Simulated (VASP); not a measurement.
# W (Im-3m) in VASP: notebook

The runs below take W through single point, relaxation of cell and atoms, with LDA.

All numbers are computed with VASP 6.6.1; they aren't measurements. Logs are shortened: lines on timing, memory, paths and dates and some standing lists are left out, and cuts for length are marked.

### 1 The cell of the first run

Symmetry: Im-3m, No. 229, cubic system. The conventional cell has a = 3.136 Å, b = 3.136 Å, c = 3.136 Å, α = 90.00°, β = 90.00°, γ = 90.00°. Within 3.6 Å of W (site symmetry m-3m) lie 14 W at 2.72 to 3.14 Å.

### 2 Single point, LDA

INCAR reads:

```
PREC     = Accurate       # precision mode
ENCUT    = 520            # plane-wave cutoff, eV
EDIFF    = 1E-6           # SCF threshold, eV
ISMEAR   = -1             # smearing method
SIGMA    = 0.05           # smearing width, eV
LREAL    = False          # projectors in reciprocal space
LASPH    = True           # aspherical terms in the spheres
NELM     = 100            # most SCF steps
ALGO     = Normal         # electronic algorithm
ISIF     = 2              # what is computed and relaxed
LWAVE    = False          # write WAVECAR
LCHARG   = False          # write CHGCAR
NBANDS   = 13             # bands
```

KPOINTS reads:

```
regular mesh
0
Gamma
  18 18 18
```

POSCAR reads:

```
W
1.0
   -1.5679129444      1.5679129444      1.5679129444
    1.5679129444     -1.5679129444      1.5679129444
    1.5679129444      1.5679129444     -1.5679129444
W
1
Direct
    0.0000000000      0.0000000000      0.0000000000
```

Potentials or basis: VASP PAW LDA potentials, release 64 (W_sv).

Launch:

```sh
> cat potpaw_LDA.64/W_sv/POTCAR > POTCAR
> mpirun -np 1 vasp_std > vasp.out
```

OUTCAR:

```text
PREC = Accurate
   ENCUT = 520
   EDIFF = 1E-6
   ISMEAR = -1
   LREAL = False
   LASPH = True
   NELM = 100
   ISIF = 2

 ion  position               nearest neighbor table
   1  0.000  0.000  0.000-

  LATTYP: Found a body centered cubic cell.
 ALAT       =     3.1358258888

  Lattice vectors:

 A1 = (  -1.5679129444,   1.5679129444,   1.5679129444)
 A2 = (   1.5679129444,  -1.5679129444,   1.5679129444)
 A3 = (   1.5679129444,   1.5679129444,  -1.5679129444)

Analysis of symmetry for initial positions (statically):
=====================================================================
 Subroutine PRICEL returns:
 Original cell was already a primitive cell.

 Routine SETGRP: Setting up the symmetry group for a
 body centered cubic supercell.

 Subroutine GETGRP returns: Found 48 space group operations
 (whereof 48 operations were pure point group operations)
 out of a pool of 48 trial point group operations.

The static configuration has the point symmetry O_h .

Analysis of symmetry for dynamics (positions and initial velocities):
=====================================================================
 Subroutine PRICEL returns:
 Original cell was already a primitive cell.

 Routine SETGRP: Setting up the symmetry group for a
 body centered cubic supercell.

 Subroutine GETGRP returns: Found 48 space group operations
 (whereof 48 operations were pure point group operations)
 out of a pool of 48 trial point group operations.

The dynamic configuration has the point symmetry O_h .

 Subroutine INISYM returns: Found 48 space group operations
 (whereof 48 operations are pure point group operations),
 and found     1 'primitive' translations

----------------------------------------------------------------------------------------

                                     Primitive cell

  volume of cell :      15.4179

  direct lattice vectors                    reciprocal lattice vectors
    -1.567912944  1.567912944  1.567912944     0.000000000  0.318895256  0.318895256
     1.567912944 -1.567912944  1.567912944     0.318895256  0.000000000  0.318895256
     1.567912944  1.567912944 -1.567912944     0.318895256  0.318895256  0.000000000

  length of vectors
     2.715704882  2.715704882  2.715704882     0.450985996  0.450985996  0.450985996

  position of ions in fractional coordinates (direct lattice)
     0.000000000  0.000000000  0.000000000

  ion indices of the primitive-cell ions
   primitive index   ion index
                 1           1

----------------------------------------------------------------------------------------

 KPOINTS: regular mesh

Automatic generation of k-mesh.
 Grid dimensions read from file:
 generate k-points for:   18   18   18

 Generating k-lattice:

  Cartesian coordinates                     Fractional coordinates (reciprocal lattice)
     0.000000000  0.017716403  0.017716403     0.055555556  0.000000000  0.000000000
     0.017716403  0.000000000  0.017716403     0.000000000  0.055555556  0.000000000
     0.017716403  0.017716403  0.000000000     0.000000000  0.000000000  0.055555556

  Length of vectors
     0.025054778  0.025054778  0.025054778

  Shift w.r.t. Gamma in fractional coordinates (k-lattice)
     0.000000000  0.000000000  0.000000000

 Subroutine IBZKPT returns following result:
 ===========================================

 Found    195 irreducible k-points:

 Following reciprocal coordinates:
            Coordinates               Weight
  0.000000  0.000000  0.000000      1.000000
  0.055556  0.000000  0.000000     12.000000
  0.111111  0.000000  0.000000     12.000000
  0.166667  0.000000  0.000000     12.000000
  0.222222  0.000000  0.000000     12.000000
  0.277778  0.000000  0.000000     12.000000
[... 16 lines left out ...]
  0.333333  0.111111  0.000000     48.000000
  0.388889  0.111111  0.000000     48.000000
 [... further k-points ...]
   k-points           NKPTS =    195   k-points in BZ     NKDIM =    195   number of bands    NBANDS=     13
   number of dos      NEDOS =    301   number of ions     NIONS =      1
   total plane-waves  NPLWV =   8000
   dimension x,y,z NGX =    20 NGY =   20 NGZ =   20
   dimension x,y,z NGXF=    40 NGYF=   40 NGZF=   40
   ions per type =               1
   NGX,Y,Z   is equivalent  to a cutoff of  12.24, 12.24, 12.24 a.u.
   NGXF,Y,Z  is equivalent  to a cutoff of  24.49, 24.49, 24.49 a.u.
 SYSTEM =  unknown system
   PREC   = accura    normal or accurate (medium, high low for compatibility)
   ISTART =      0    job   : 0-new  1-cont  2-samecut
   ICHARG =      2    charge: 1-file 2-atom 10-const
   ISPIN  =      1    spin polarized calculation?
   LNONCOLLINEAR =      F non collinear calculations
   LSORBIT =      F    spin-orbit coupling
   LASPH  =      T    aspherical Exc in radial PAW
   ENCUT  =  520.0 eV  38.22 Ry    6.18 a.u.   5.05  5.05  5.05*2*pi/ulx,y,z
   NELM   =    100;   NELMIN=  2; NELMDL= -5     # of ELM steps
   EDIFF  = 0.1E-05   stopping-criterion for ELM
   LREAL  =      F    real-space projection
   EDIFFG = 0.1E-04   stopping-criterion for IOM
   NSW    =      0    number of steps for IOM
   IBRION =     -1    ionic relax: 0-MD 1-quasi-New 2-CG
   NFREE  =      0    steps in history (QN), initial steepest desc. (CG)
   ISIF   =      2    stress and relaxation
   ISYM   =      2    0-nonsym 1-usesym 2-fastsym
   POTIM  = 0.5000    time-step for ionic-motion
   TEBEG  =    0.0;   TEEND  =   0.0 temperature during run
   PSTRESS=    0.0 pullay stress
   NELECT =      14.0000    total number of electrons
   NUPDOWN=      -1.0000    fix difference up-down
   EMIN   =  10.00;   EMAX   =-10.00  energy-range for DOS
   EFERMI =   0.00;   METHOD = LEGACY
   ISMEAR =    -1;   SIGMA  =   0.05  broadening in eV -4-tet -1-fermi 0-gaus
   EFERMI_NEDOS =   21; number of points for ismear=-14 and -15
   IALGO  =     38    algorithm
   IMIX   =      4    mixing-type and parameters
     AMIX     =   0.40;   BMIX     =  1.00
     AMIX_MAG =   1.60;   BMIX_MAG =  1.00
  volume/ion in A,a.u.               =      15.42       104.05
  Fermi-wavevector in a.u.,A,eV,Ry     =   1.585291  2.995765 34.193434  2.513146
  Thomas-Fermi vector in A             =   2.684778
   LORBIT       =      0    0 simple, 1 ext, 2 COOP (PROOUT), +10 PAW based schemes
   GGA     = CA    functional components
   LHFCALC =     F    Hartree Fock is set to
   AEXX    =    0.0000 exact exchange contribution
   IVDW    =     0    specifies the selected vdW correction
   LEPSILON=     F    determine dielectric tensor
   LRPA    =     F    only Hartree local field effects (RPA)
 non-spin polarized calculation
  energy-cutoff  :      520.00
  volume of cell :       15.42
 maximum number of plane-waves:       430
   NGX =  9   NGY =  9   NGZ =  9

 number of electron      14.0000004 magnetization

 Free energy of the ion-electron system (eV)
  ---------------------------------------------------
  ext. energy  EPLUGINS =         0.00000000
  ---------------------------------------------------
  free energy    TOTEN  =       -14.10177673 eV

  energy without entropy =      -14.09621659  energy(sigma->0) =      -14.09899666

 E-fermi :  11.7161     XC(G=0): -13.9862

 val. band max:       11.7152894873   @ k =  -0.2778   0.3333   0.2222
 cond. band min:      11.7168912710   @ k =   0.5000   0.5000   0.2222
 fundamental gap:      0.0016017837
 Fermi energy:        11.7160617361

 k-point     1 :       0.0000    0.0000    0.0000
  band No.  band energies     occupation
      1     -61.9877      2.00000
      2     -25.7513      2.00000
      3     -25.7513      2.00000
      4     -25.7513      2.00000
      5       2.0325      2.00000
      6      10.4181      2.00000
      7      10.4181      2.00000
      8      10.4181      2.00000
      9      13.9802      0.00000
     10      13.9802      0.00000
     11      26.3644      0.00000
     12      26.3644      0.00000
     13      26.3644      0.00000

 k-point     2 :       0.0556    0.0000    0.0000
  band No.  band energies     occupation
      1     -61.9831      2.00000
      2     -25.7985      2.00000
      3     -25.7658      2.00000
      4     -25.7515      2.00000
      5       2.1884      2.00000
      6      10.3230      2.00000
      7      10.3980      2.00000
      8      10.5683      2.00000
      9      13.8255      0.00000
     10      13.9808      0.00000
     11      26.4994      0.00000
     12      26.6271      0.00000
     13      26.7558      0.00000

 k-point     3 :       0.1111    0.0000    0.0000
  band No.  band energies     occupation
      1     -61.9696      2.00000
      2     -25.9328      2.00000
      3     -25.8076      2.00000
      4     -25.7523      2.00000
      5       2.6377      2.00000
      6      10.0608      2.00000
      7      10.3098      2.00000
      8      11.0143      2.00000
      9      13.4965      0.00000
     10      13.9904      0.00000
     11      26.8421      0.00000
     12      27.3912      0.00000
     13      27.7615      0.00000

 k-point     4 :       0.1667    0.0000    0.0000
  band No.  band energies     occupation
      1     -61.9489      2.00000
      2     -26.1342      2.00000
      3     -25.8710      2.00000
      4     -25.7536      2.00000
      5       3.3197      2.00000
      6       9.6875      2.00000
      7      10.1113      2.00000
      8      11.7409      0.75700
      9      13.2601      0.00000
     10      14.0280      0.00000
     11      27.1608      0.00000
     12      28.5957      0.00000
     13      28.8752      0.00000

 k-point     5 :       0.2222    0.0000    0.0000
  band No.  band energies     occupation
      1     -61.9235      2.00000
      2     -26.3746      2.00000
      3     -25.9479      2.00000
      4     -25.7551      2.00000
      5       4.1159      2.00000
      6       9.2681      2.00000
      7       9.8778      2.00000
      8      12.7210      0.00000
      9      13.2653      0.00000
     10      14.1133      0.00000
     11      27.0247      0.00000
     12      29.1224      0.00000
     13      30.1662      0.00000
[... 257 lines left out ...]
 k-point    22 :       0.2778    0.1111   -0.0000
  band No.  band energies     occupation
      1     -61.8638      2.00000
      2     -26.8472      2.00000
      3     -26.1330      2.00000
      4     -25.8194      2.00000
      5       5.6760      2.00000
      6       8.5555      2.00000
      7       9.7594      2.00000
      8      13.3867      0.00000
      9      14.7492      0.00000
     10      15.9637      0.00000
     11      25.2591      0.00000
     12      26.8180      0.00000
     13      31.4056      0.00000

 k-point    23 :       0.3333    0.1111    0.0000
  band No.  band energies     occupation
      1     -61.8441      2.00000
      2     -26.9997      2.00000
      3     -26.2070      2.00000
      4     -25.8224      2.00000
      5       5.7863      2.00000
      6       8.3183      2.00000
      7      10.4958      2.00000
      8      13.6914      0.00000
      9      14.9051      0.00000
     10      17.3203      0.00000
     11      24.1174      0.00000
     12      25.3866      0.00000
     13      30.0606      0.00000

 k-point    24 :       0.3889    0.1111    0.0000
  band No.  band energies     occupation
      1     -61.8312      2.00000
      2     -27.0976      2.00000
      3     -26.2552      2.00000
      4     -25.8242      2.00000
      5       5.7521      2.00000
      6       8.1728      2.00000
      7      11.2746      1.99971
      8      13.7776      0.00000
      9      15.1617      0.00000
     10      18.4132      0.00000
     11      23.0628      0.00000
     12      24.5146      0.00000
     13      29.0202      0.00000

 [... further k-points ...]
[... 5 lines left out ...]
  --------------------------------------------------------------------------------------
  -------------------------------------------------------------------------------------
  Total        0.1887432      0.1887432      0.1887432      0.0000000      0.0000000     -0.0000000
  in kB       19.6135392     19.6135392     19.6135392      0.0000000      0.0000000     -0.0000000
  external PRESSURE =      19.6135392 kB  Pullay stress =       0.0000000 kB

 VOLUME and BASIS-vectors are now :
 -----------------------------------------------------------------------------
  energy-cutoff  :      520.00
  volume of cell :       15.42
      direct lattice vectors                 reciprocal lattice vectors
    -1.567912944  1.567912944  1.567912944     0.000000000  0.318895256  0.318895256
     1.567912944 -1.567912944  1.567912944     0.318895256  0.000000000  0.318895256
     1.567912944  1.567912944 -1.567912944     0.318895256  0.318895256  0.000000000

 POSITION                                       TOTAL-FORCE (eV/Angst)
 -----------------------------------------------------------------------------------
      0.00000      0.00000      0.00000         0.000000      0.000000     -0.000000
 -----------------------------------------------------------------------------------
    total drift:                                0.000000     -0.000000      0.000000

  FREE ENERGIE OF THE ION-ELECTRON SYSTEM (eV)
  ---------------------------------------------------
  free  energy   TOTEN  =       -14.1017767333 eV

  energy  without entropy=      -14.0962165876  energy(sigma->0) =      -14.09899666
```

Wall time 9.9 s (1 thread of Intel Xeon 6975P-C (Granite Rapids), shared host); peak memory 0.14 GiB.

Results:

| Item | Value |
| --- | --- |
| Free energy | -14.1018 eV |
| Pressure | 2.0 GPa |
| Band gap on the k mesh | zero (band 7 reaches 17.08 eV, above the bottom of band 8 at 10.42 eV) |

Levels at points of the mesh, in eV from the Fermi level:
```tsv
k point	band 3	band 4	band 5	band 6	band 7	band 8	band 9	band 10	band 11	band 12
(0.00, 0.00, 0.00)	-37.47	-37.47	-9.68	-1.30	-1.30	-1.30	2.26	2.26	14.65	14.65
(0.50, 0.00, 0.00)	-37.93	-37.48	-6.43	-3.71	0.95	2.19	3.18	6.40	11.56	11.65
(0.50, 0.50, 0.50)	-38.47	-38.47	-6.06	-6.06	5.36	5.36	5.36	8.59	8.59	8.59
```

Caveat: spin-orbit coupling is left out, which moves the levels of the heavy elements.

### 3 Single point, LDA

INCAR reads:

```
PREC = Accurate ; ENCUT = 520
EDIFF = 1E-6 ; ISMEAR = -1
SIGMA = 0.05 ; LREAL = False
LASPH = True ; NELM = 100
ALGO = Normal ; ISIF = 2
LWAVE = False ; LCHARG = False
GGA = CA ; NBANDS = 13
```

KPOINTS reads:

```
Automatic mesh
0
Gamma
  18 18 18
```

POSCAR is that of step 2.

Potentials or basis: VASP PAW LDA potentials, release 64 (W_sv).

Launch:

```sh
> cat potpaw_LDA.64/W_sv/POTCAR > POTCAR
> mpirun -np 1 vasp_std > vasp.out
```

OUTCAR:

```text
PREC = Accurate
   ENCUT = 520
   EDIFF = 1E-6
   ISMEAR = -1
   LREAL = False
   LASPH = True
   NELM = 100
   ISIF = 2
   GGA = CA

 ion  position               nearest neighbor table
   1  0.000  0.000  0.000-

  LATTYP: Found a body centered cubic cell.
 ALAT       =     3.1358258888

  Lattice vectors:

 A1 = (  -1.5679129444,   1.5679129444,   1.5679129444)
 A2 = (   1.5679129444,  -1.5679129444,   1.5679129444)
[... 551 lines left out ...]
      2     -27.0976      2.00000
      3     -26.2552      2.00000
      4     -25.8242      2.00000
      5       5.7521      2.00000
      6       8.1728      2.00000
      7      11.2746      1.99971
      8      13.7776      0.00000
      9      15.1617      0.00000
     10      18.4132      0.00000
     11      23.0628      0.00000
     12      24.5146      0.00000
     13      29.0202      0.00000

 [... further k-points ...]
[... 5 lines left out ...]
  --------------------------------------------------------------------------------------
  -------------------------------------------------------------------------------------
  Total        0.1887432      0.1887432      0.1887432      0.0000000      0.0000000     -0.0000000
  in kB       19.6135392     19.6135392     19.6135392      0.0000000      0.0000000     -0.0000000
  external PRESSURE =      19.6135392 kB  Pullay stress =       0.0000000 kB

 VOLUME and BASIS-vectors are now :
 -----------------------------------------------------------------------------
  energy-cutoff  :      520.00
  volume of cell :       15.42
      direct lattice vectors                 reciprocal lattice vectors
    -1.567912944  1.567912944  1.567912944     0.000000000  0.318895256  0.318895256
     1.567912944 -1.567912944  1.567912944     0.318895256  0.000000000  0.318895256
     1.567912944  1.567912944 -1.567912944     0.318895256  0.318895256  0.000000000

 POSITION                                       TOTAL-FORCE (eV/Angst)
 -----------------------------------------------------------------------------------
      0.00000      0.00000      0.00000         0.000000      0.000000     -0.000000
 -----------------------------------------------------------------------------------
    total drift:                                0.000000     -0.000000      0.000000

  FREE ENERGIE OF THE ION-ELECTRON SYSTEM (eV)
  ---------------------------------------------------
  free  energy   TOTEN  =       -14.1017767333 eV

  energy  without entropy=      -14.0962165876  energy(sigma->0) =      -14.09899666
```

OSZICAR:

```text
N       E                     dE             d eps       ncg     rms          rms(c)
DAV:   1     0.826665224107E+02    0.82667E+02   -0.74566E+03  5104   0.123E+03
DAV:   2    -0.131970619058E+02   -0.95864E+02   -0.92136E+02  5665   0.315E+02
DAV:   3    -0.147561018753E+02   -0.15590E+01   -0.15525E+01  5595   0.392E+01
DAV:   4    -0.147620270662E+02   -0.59252E-02   -0.59250E-02  5600   0.266E+00
DAV:   5    -0.147620729480E+02   -0.45882E-04   -0.45883E-04  5665   0.222E-01    0.222E+01
DAV:   6    -0.142433924827E+02    0.51868E+00   -0.39760E-01  5280   0.826E+00    0.895E+00
DAV:   7    -0.141075643464E+02    0.13583E+00   -0.19073E-01  5645   0.538E+00    0.497E-01
DAV:   8    -0.141017565549E+02    0.58078E-02   -0.42358E-03  5185   0.877E-01    0.129E-01
DAV:   9    -0.141017745289E+02   -0.17974E-04   -0.42520E-05  5775   0.760E-02    0.620E-02
DAV:  10    -0.141017767539E+02   -0.22250E-05   -0.52723E-06  5640   0.325E-02    0.956E-03
DAV:  11    -0.141017767333E+02    0.20598E-07   -0.11071E-07  2910   0.389E-03
   1 F= -.14101777E+02 E0= -.14098997E+02  d E =-.556015E-02
```

It took 11 s on 1 thread of Intel Xeon 6975P-C (Granite Rapids), shared host; peak memory 0.15 GiB.

What came out:

| Property | Result |
| --- | --- |
| Free energy | -14.1018 eV |
| Pressure | 2.0 GPa |
| Band gap on the k mesh | zero (band 7 reaches 17.08 eV, above the bottom of band 8 at 10.42 eV) |

Levels at points of the mesh, in eV from the Fermi level:
| k point | band 4 | band 5 | band 6 | band 7 | band 8 | band 9 | band 10 | band 11 |
| --- | --- | --- | --- | --- | --- | --- | --- | --- |
| (0.00, 0.00, 0.00) | -37.47 | -9.68 | -1.30 | -1.30 | -1.30 | 2.26 | 2.26 | 14.65 |
| (0.50, 0.00, 0.00) | -37.48 | -6.43 | -3.71 | 0.95 | 2.19 | 3.18 | 6.40 | 11.56 |
| (0.50, 0.50, 0.50) | -38.47 | -6.06 | -6.06 | 5.36 | 5.36 | 5.36 | 8.59 | 8.59 |

Caveat: spin-orbit coupling is left out, which moves the levels of the heavy elements.

(Continued in part 2 of 2.)
